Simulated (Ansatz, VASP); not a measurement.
CaO in VASP and in Ansatz

```
Ca O
1.0
     0.00000    2.40356    2.40356
     2.40356    0.00000    2.40356
     2.40356    2.40356    0.00000
Ca O
1 1
Cartesian
  0.0000 0.0000 0.0000
  2.4036 2.4036 2.4036
```

Alike in both runs: task single point; functional LDA; k mesh 6 × 6 × 6; occupations gaussian, width 0.1 eV; no spin polarisation.

|  | VASP | Ansatz |
| --- | --- | --- |
| version | VASP 6.6.1 | Ansatz 0.2.0 |
| potentials or method | VASP PAW LDA potentials, release 64 (Ca_sv, O), cutoff 600 eV | scalar-relativistic, plane waves, PAW |
| valence electrons in the cell | 16 | 16 |

VASP gave:

```
gap on the k mesh at the Fermi level (eV) : 3.46
least direct gap on the mesh (eV)         : 3.84
pressure (GPa)                            : -6.4
```

Q: Estimate Ansatz's values.

A: gap on the k mesh at the Fermi level (eV): 3.49; least direct gap on the mesh (eV): 3.86; pressure (GPa): -7.0.

LDA's correlation is that of Perdew and Zunger in VASP and of Perdew and Wang (1992) in Ansatz.
